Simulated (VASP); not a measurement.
# Na in VASP: further runs, part 2 of 2

VASP 6.6.1. The steps go on from the part before.

## (4) Single point, PBEsol (strain +0.015 along x and y, +0.015 along z)

INCAR

```
SYSTEM = Na
  ALGO = Normal
  EDIFF = 1E-6
  ENCUT = 520
  GGA = PS
  ISIF = 2
  ISMEAR = 0
  LASPH = .TRUE.
  LCHARG = .FALSE.
  LREAL = .FALSE.
  LWAVE = .FALSE.
  NBANDS = 10
  NELM = 80
  PREC = Accurate
  SIGMA = 0.15
```

KPOINTS

```
k-points
0
G
  16 16 16
  0 0 0
```

POSCAR

```
Na
1.0
   -2.1492625000      2.1492625000      2.1492625000
    2.1492625000     -2.1492625000      2.1492625000
    2.1492625000      2.1492625000     -2.1492625000
Na
1
Direct
    0.0000000000      0.0000000000      0.0000000000
```

Command:

```bash
$ cat potpaw_PBE.64/Na_pv/POTCAR > POTCAR
$ mpirun -np 1 vasp_std > vasp.out
```

It took 56 s on 1 thread of AMD EPYC 7R13, shared host; peak memory 0.15 GiB.

Results (log left out):

| Item | Value |
| --- | --- |
| Free energy | -1.3956 eV |
| Pressure | -0.6 GPa |

Levels at points of the mesh, in eV from the Fermi level:
```
           k point  band 1  band 2  band 3  band 4  band 5  band 6
(0.00, 0.00, 0.00)  -24.84  -24.84  -24.84   -3.13   11.29   11.29
(0.50, 0.00, 0.00)  -24.87  -24.85  -24.84    0.73    1.15    7.92
(0.50, 0.50, 0.50)  -24.86  -24.86  -24.86    4.40    4.40    4.66
```

Caveat: the cell differs from its parent crystal (strain +0.015 along x and y, +0.015 along z); the PAW data sets were made with another functional, which shifts forces and pressure a little.

## (5) Single point, PBEsol (strain +0.030 along x and y, +0.030 along z)

INCAR

```
PREC = Accurate
ENCUT = 520
EDIFF = 1E-6
ISMEAR = 0
SIGMA = 0.15
LREAL = False
LASPH = True
NELM = 80
ALGO = Fast
ISIF = 2
LWAVE = False
LCHARG = False
GGA = PS
NBANDS = 10
```

KPOINTS

```
Automatic mesh
0
Gamma
  16 16 16
```

POSCAR

```
Na
1.0
   -2.1810250000      2.1810250000      2.1810250000
    2.1810250000     -2.1810250000      2.1810250000
    2.1810250000      2.1810250000     -2.1810250000
Na
1
Direct
    0.0000000000      0.0000000000      0.0000000000
```

Potentials or basis: VASP PAW PBE potentials, release 64 (Na_pv).

Command:

```bash
$ cat potpaw_PBE.64/Na_pv/POTCAR > POTCAR
$ mpirun -np 1 vasp_std > vasp.out
```

OUTCAR:

```text
PREC = Accurate
   ENCUT = 520
   EDIFF = 1E-6
   ISMEAR = 0
   LREAL = False
   LASPH = True
   NELM = 80
   ISIF = 2
   GGA = PS

 ion  position               nearest neighbor table
   1  0.000  0.000  0.000-

  LATTYP: Found a body centered cubic cell.
 ALAT       =     4.3620500000

  Lattice vectors:

 A1 = (  -2.1810250000,   2.1810250000,   2.1810250000)
 A2 = (   2.1810250000,  -2.1810250000,   2.1810250000)
[... 491 lines left out ...]
      9      11.7502      0.00000
     10      13.5777      0.00000

 [... further k-points ...]

------------------------ aborting loop because EDIFF is reached ----------------------------------------

  FORCE on cell =-STRESS in cart. coord.  units (eV):
  Direction    XX          YY          ZZ          XY          YZ          ZX
  --------------------------------------------------------------------------------------
  -------------------------------------------------------------------------------------
  Total       -0.1761506     -0.1761506     -0.1761506     -0.0000000      0.0000000     -0.0000000
  in kB       -6.8006852     -6.8006852     -6.8006852     -0.0000000      0.0000000     -0.0000000
  external PRESSURE =      -6.8006852 kB  Pullay stress =       0.0000000 kB

 VOLUME and BASIS-vectors are now :
 -----------------------------------------------------------------------------
  energy-cutoff  :      520.00
  volume of cell :       41.50
      direct lattice vectors                 reciprocal lattice vectors
    -2.181025000  2.181025000  2.181025000     0.000000000  0.229250009  0.229250009
     2.181025000 -2.181025000  2.181025000     0.229250009  0.000000000  0.229250009
     2.181025000  2.181025000 -2.181025000     0.229250009  0.229250009  0.000000000

 POSITION                                       TOTAL-FORCE (eV/Angst)
 -----------------------------------------------------------------------------------
      0.00000      0.00000      0.00000         0.000000      0.000000     -0.000000
 -----------------------------------------------------------------------------------
    total drift:                                0.000000     -0.000000      0.000000

  FREE ENERGIE OF THE ION-ELECTRON SYSTEM (eV)
  ---------------------------------------------------
  free  energy   TOTEN  =        -1.3876171438 eV

  energy  without entropy=       -1.3821799530  energy(sigma->0) =       -1.38489855
```

OSZICAR:

```text
N       E                     dE             d eps       ncg     rms          rms(c)
DAV:   1     0.282555373352E+02    0.28256E+02   -0.37582E+03  2906   0.569E+02
DAV:   2    -0.755456232608E+00   -0.29011E+02   -0.28861E+02  2996   0.147E+02
DAV:   3    -0.138351003972E+01   -0.62805E+00   -0.62761E+00  3604   0.244E+01
DAV:   4    -0.138918677153E+01   -0.56767E-02   -0.56763E-02  3442   0.223E+00
DAV:   5    -0.138927609257E+01   -0.89321E-04   -0.89320E-04  3348   0.273E-01    0.228E-01
RMM:   6    -0.138793302574E+01    0.13431E-02   -0.16677E-03  3894   0.538E-01    0.141E-01
RMM:   7    -0.138765015234E+01    0.28287E-03   -0.15071E-03  3984   0.447E-01    0.460E-02
RMM:   8    -0.138760843455E+01    0.41718E-04   -0.30307E-04  3822   0.312E-01    0.327E-03
RMM:   9    -0.138761551754E+01   -0.70830E-05   -0.64167E-05  4417   0.979E-02    0.294E-03
RMM:  10    -0.138761626058E+01   -0.74305E-06   -0.11397E-05  3999   0.554E-02    0.181E-03
RMM:  11    -0.138761714382E+01   -0.88323E-06   -0.40230E-06  2962   0.242E-02
   1 F= -.13876171E+01 E0= -.13848985E+01  d E =-.543719E-02
```

Run time: 69 s. Hardware: 1 thread of AMD EPYC 7R13, shared host; peak memory 0.15 GiB.

What came out:

- Free energy: -1.3876 eV
- Pressure: -0.7 GPa

Caveat: the cell differs from its parent crystal (strain +0.030 along x and y, +0.030 along z); the PAW data sets were made with another functional, which shifts forces and pressure a little.

## (6) Single point, PBEsol (strain -0.030 along x and y, -0.015 along z)

INCAR

```
SYSTEM = Na
  PREC = Accurate
  ENCUT = 520
  EDIFF = 1E-6
  ISMEAR = 0
  SIGMA = 0.15
  LREAL = .False.
  LASPH = .True.
  NELM = 60
  ALGO = Fast
  ISIF = 2
  LWAVE = .False.
  LCHARG = .False.
  GGA = PS
  NBANDS = 10
```

KPOINTS

```
Automatic mesh
0
Gamma
  16 16 16
  0 0 0
```

POSCAR

```
Na
1.0
   -2.0539750000      2.0539750000      2.0857375000
    2.0539750000     -2.0539750000      2.0857375000
    2.0539750000      2.0539750000     -2.0857375000
Na
1
Direct
    0.0000000000      0.0000000000      0.0000000000
```

Potentials or basis: VASP PAW PBE potentials, release 64 (Na_pv).

Command:

```bash
$ cat potpaw_PBE.64/Na_pv/POTCAR > POTCAR
$ mpirun -np 1 vasp_std > vasp.out
```

OUTCAR:

```text
SYSTEM = Na
   PREC = Accurate
   ENCUT = 520
   EDIFF = 1E-6
   ISMEAR = 0
   LREAL = .False.
   LASPH = .True.
   NELM = 60
   ISIF = 2
   GGA = PS

 ion  position               nearest neighbor table
   1  0.000  0.000  0.000-

  LATTYP: Found a body centered tetragonal cell.
 ALAT       =     4.1079500000
 C/A-ratio  =     1.0154639175

  Lattice vectors:

 A1 = (  -2.0539750000,   2.0539750000,   2.0857375000)
 A2 = (   2.0539750000,  -2.0539750000,   2.0857375000)
 A3 = (   2.0539750000,   2.0539750000,  -2.0857375000)

Analysis of symmetry for initial positions (statically):
=====================================================================
 Subroutine PRICEL returns:
 Original cell was already a primitive cell.

 Routine SETGRP: Setting up the symmetry group for a
 body centered tetragonal supercell.

 Subroutine GETGRP returns: Found 16 space group operations
 (whereof 16 operations were pure point group operations)
 out of a pool of 16 trial point group operations.

The static configuration has the point symmetry D_4h.

Analysis of symmetry for dynamics (positions and initial velocities):
[... 159 lines left out ...]

 val. band max:        0.4534222722   @ k =   0.5000   0.1875   0.0000
 cond. band min:       0.4634858077   @ k =  -0.1875   0.4375   0.1250
 fundamental gap:      0.0100635355
 Fermi energy:         0.4567420543

 k-point     1 :       0.0000    0.0000    0.0000
  band No.  band energies     occupation
      1     -24.2902      2.00000
      2     -24.2902      2.00000
      3     -24.2901      2.00000
      4      -2.9326      2.00000
      5      12.4514      0.00000
      6      12.4514      0.00000
      7      12.6912      0.00000
      8      13.4490      0.00000
      9      13.6849      0.00000
     10      14.0650      0.00000
[... 287 lines left out ...]
 k-point    24 :      -0.0625    0.0625    0.0000
  band No.  band energies     occupation
      1     -24.2919      2.00000
      2     -24.2907      2.00000
      3     -24.2902      2.00000
      4      -2.8605      2.00000
      5      11.6841      0.00000
      6      11.9457      0.00000
      7      12.1766      0.00000
      8      12.8359      0.00000
      9      13.1642      0.00000
     10      14.6103      0.00000

 [... further k-points ...]
[... 5 lines left out ...]
  --------------------------------------------------------------------------------------
  -------------------------------------------------------------------------------------
  Total        0.0686205      0.0686205      0.0638303      0.0000000      0.0000000      0.0000000
  in kB        3.1235929      3.1235929      2.9055462      0.0000000      0.0000000      0.0000000
  external PRESSURE =       3.0509106 kB  Pullay stress =       0.0000000 kB

 VOLUME and BASIS-vectors are now :
 -----------------------------------------------------------------------------
  energy-cutoff  :      520.00
  volume of cell :       35.20
      direct lattice vectors                 reciprocal lattice vectors
    -2.053975000  2.053975000  2.085737500     0.000000000  0.243430421  0.239723359
     2.053975000 -2.053975000  2.085737500     0.243430421  0.000000000  0.239723359
     2.053975000  2.053975000 -2.085737500     0.243430421  0.243430421  0.000000000

 POSITION                                       TOTAL-FORCE (eV/Angst)
 -----------------------------------------------------------------------------------
      0.00000      0.00000      0.00000        -0.000000      0.000000     -0.000000
 -----------------------------------------------------------------------------------
    total drift:                                0.000000     -0.000000      0.000000

  FREE ENERGIE OF THE ION-ELECTRON SYSTEM (eV)
  ---------------------------------------------------
  free  energy   TOTEN  =        -1.4015156317 eV

  energy  without entropy=       -1.3965517056  energy(sigma->0) =       -1.39903367
```

Run time: 4.1 min. Hardware: 1 thread of AMD EPYC 7R13, shared host; peak memory 0.19 GiB.

Results:

| Item | Value |
| --- | --- |
| Free energy | -1.4015 eV |
| Pressure | 0.3 GPa |

Caveat: the cell differs from its parent crystal (strain -0.030 along x and y, -0.015 along z); the PAW data sets were made with another functional, which shifts forces and pressure a little.

## (7) Overview

```tsv
cell	gap on the mesh (eV)	pressure (GPa)
a = 3.558 Å, angles 109.5°, 1 atom	none	0.4
a = 3.613 Å, angles 109.5°, 1 atom	none	0.0
a = 3.723 Å, angles 109.5°, 1 atom	none	-0.6
a = 3.778 Å, angles 109.5°, 1 atom	none	-0.7
a = 3.576 Å, angles 109.9, 109.9, 108.6°, 1 atom	none	0.3
```

Alike in all rows: task single point; level PBEsol; potentials or basis VASP PAW PBE potentials, release 64 (Na_pv); no spin polarisation; k mesh 16 × 16 × 16; cutoff (eV) 520; smearing gaussian 0.15 eV.

Caveats: the PAW data sets were made with another functional, which shifts forces and pressure a little.

Absolute energies hang on the potentials; compare differences alone.
